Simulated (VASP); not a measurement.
Here is a VASP 6.6.1 calculation.

INCAR

```
SYSTEM = Li
  ALGO = Normal
  EDIFF = 1E-7
  EDIFFG = -0.01
  ENCUT = 600
  GGA = PE
  IBRION = 2
  ISIF = 3
  ISMEAR = 0
  LASPH = .True.
  LCHARG = .False.
  LREAL = .False.
  LWAVE = .False.
  NELM = 100
  NSW = 100
  PREC = Accurate
  SIGMA = 0.1
```

The input KPOINTS:

```
k-points
0
Gamma
  9 9 10
  0 0 0
```

Contents of POSCAR:

```
Li
1.0
    5.6965438091      0.0000000000      0.0000000000
   -2.8482719046      4.9333516525      0.0000000000
    0.0000000000      0.0000000000      3.8122537637
Li
5
Direct
    0.3333333333      0.6666666667      0.5000000000
    0.6666666667      0.3333333333      0.5000000000
    0.0000000000      0.7143055231      0.0000000000
    0.2856944769      0.2856944769      0.0000000000
    0.7143055231      0.0000000000      0.0000000000
```

Potentials or basis: VASP PAW PBE potentials, release 64 (Li_sv).

The run is started by

```console
$ cat potpaw_PBE.64/Li_sv/POTCAR > POTCAR
$ mpirun -np 1 vasp_std > vasp.out
```

Q: Estimate the relaxed volume.

A: 20.54 Å³/atom.

Q: Estimate the relaxed cell.

A: a = 5.959 Å, b = 5.959 Å, c = 3.339 Å, α = 90.00°, β = 90.00°, γ = 120.00°.

Q: What does it give for the space group after relaxing (to 0.05 Å)?

A: P-62m (No. 189).

Step by step:
```tsv
step	energy change (eV)	largest force (eV/Å)	pressure (GPa)	volume (Å³)
1	0.0000	0.0031	-0.26	107.14
2	-0.0015	0.0115	-0.21	106.60
3	-0.0050	0.0372	-0.06	105.00
4	-0.0059	0.0916	0.29	101.82
5	-0.0065	0.0691	0.14	103.09
6	-0.0087	0.0677	0.14	102.92
7	-0.0148	0.0646	0.15	102.35
8	-0.0231	0.0533	0.23	101.11
9	-0.0194	0.0046	0.58	98.16
10	-0.0255	0.0386	0.30	100.35
11	-0.0257	0.0189	0.44	99.18
12	-0.0293	0.0156	0.09	101.80
13	-0.0294	0.0143	0.11	101.69
14	-0.0300	0.0087	0.06	102.10
15	-0.0304	0.0008	-0.01	102.70
```

Caveat: the cutoff is under 1.25 times the usual one of these potentials, so pressure, stress and relaxed cells hold a basis-set (Pulay) error.
